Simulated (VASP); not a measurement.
Input of a VASP 6.6.1 run:

File INCAR:

```
SYSTEM = Ge
  PREC = Accurate
  ENCUT = 520
  EDIFF = 1E-6
  ISMEAR = -1
  SIGMA = 0.05
  LREAL = .False.
  LASPH = .True.
  NELM = 60
  ALGO = Normal
  ISIF = 2
  LWAVE = .False.
  LCHARG = .True.
  GGA = PS
  LELF = .True.
  LVHAR = .True.
  NBANDS = 21
```

Contents of KPOINTS:

```
Automatic mesh
0
Gamma
  8 8 8
  0 0 0
```

File POSCAR:

```
Ge
1.0
    0.0000000000      2.6120732576      2.6120732576
    2.6120732576      0.0000000000      2.6120732576
    2.6120732576      2.6120732576      0.0000000000
Ge
2
Direct
    0.7500000000      0.7500000000      0.7500000000
    0.5000000000      0.5000000000      0.5000000000
```

Potentials or basis: VASP PAW PBE potentials, release 64 (Ge_d).

Launch:

```console
$ cat potpaw_PBE.64/Ge_d/POTCAR > POTCAR
$ mpirun -np 1 vasp_std > vasp.out
```

Q: Predict the pressure.

A: 30.2 GPa.

Q: Estimate the band gap on the k mesh.

A: 0.09 eV, indirect (least direct gap 2.35 eV).

Caveat: the PAW data sets were made with another functional, which shifts forces and pressure a little. A k mesh can miss the band edges.
